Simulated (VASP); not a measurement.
Ti, 1 atom in the cell. Symmetry: I4/mmm, No. 139, tetragonal system. Conventional cell: a = 3.210 Å, b = 3.210 Å, c = 3.371 Å, α = 90.00°, β = 90.00°, γ = 90.00°. Ti (site symmetry 4/mmm) has 14 Ti at 2.83 to 3.37 Å within 3.7 Å.  This cell differs from its parent crystal: strain +0.0500 x Voigt [0, 1, 0, 0, 0, 0].

- Program: VASP 6.6.1
- Task: single point
- Functional: PBEsol
- Potentials or basis: VASP PAW PBE potentials, release 64 (Ti_sv)
- Cutoff: 520 eV
- k mesh: 26 × 26 × 26
- Occupations: gaussian, width 0.15 eV
- Spin: no spin polarisation
- Dipole correction: no
- Further INCAR settings: ALGO = Fast; EDIFF = 1e-07; NBANDS = 12

Potentials or basis: VASP PAW PBE potentials, release 64 (Ti_sv).

The run is started by

```bash
$ cat potpaw_PBE.64/Ti_sv/POTCAR > POTCAR
$ mpirun -np 1 vasp_std > vasp.out
```

Hardware: 1 thread of Intel Xeon 8259CL, on a shared host.

Question: How long does it take, and how much memory?

Answer: Wall time 9.4 min on 1 thread of Intel Xeon 8259CL, on a shared host, peak memory 0.38 GiB. Counts: scf iterations 26, k points 1330.
